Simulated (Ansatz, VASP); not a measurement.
## LiTaBe2N3 in VASP and in Ansatz

```
CELL_PARAMETERS angstrom
5.27604 0.00000 0.00000
-2.63802 4.56918 0.00000
0.00000 0.00000 4.53442
ATOMIC_POSITIONS crystal
Li 0.00000 0.00000 0.00000
Ta 0.00000 0.00000 0.50000
Be 0.33333 0.66667 0.00000
Be 0.66667 0.33333 0.00000
N 0.50000 0.00000 0.00000
N 0.00000 0.50000 0.00000
N 0.50000 0.50000 0.00000
```

Alike in both runs: functional PBE; k mesh 3 × 3 × 3; occupations gaussian, width 0.15 eV; no spin polarisation.

Ansatz relaxed the structure, and its values are those at the end. VASP's run is a single point on that final structure, the one shown.

|  | VASP | Ansatz |
| --- | --- | --- |
| version | VASP 6.6.1 | Ansatz 0.2.0 |
| potentials or method | VASP PAW PBE potentials, release 64 (Li_sv, Ta_pv, Be, N), cutoff 750 eV | scalar-relativistic, plane waves, PAW |
| valence electrons in the cell | 33 | 35 |

VASP gave:

| Quantity | Value |
| --- | --- |
| gap on the k mesh at the Fermi level (eV) | none |
| pressure (GPa) | 0.3 |

Which values does Ansatz return?

gap on the k mesh at the Fermi level (eV): none; pressure (GPa): 0.4.

A gap of «none» marks a metal or a gap that the smearing closes. VASP's potentials hold 33 valence electrons a cell and Ansatz's 35, so a difference there can come from the potentials and not from the codes.

The k mesh is coarse, so the values compare programs but aren't converged. Neither program's run includes spin-orbit coupling.
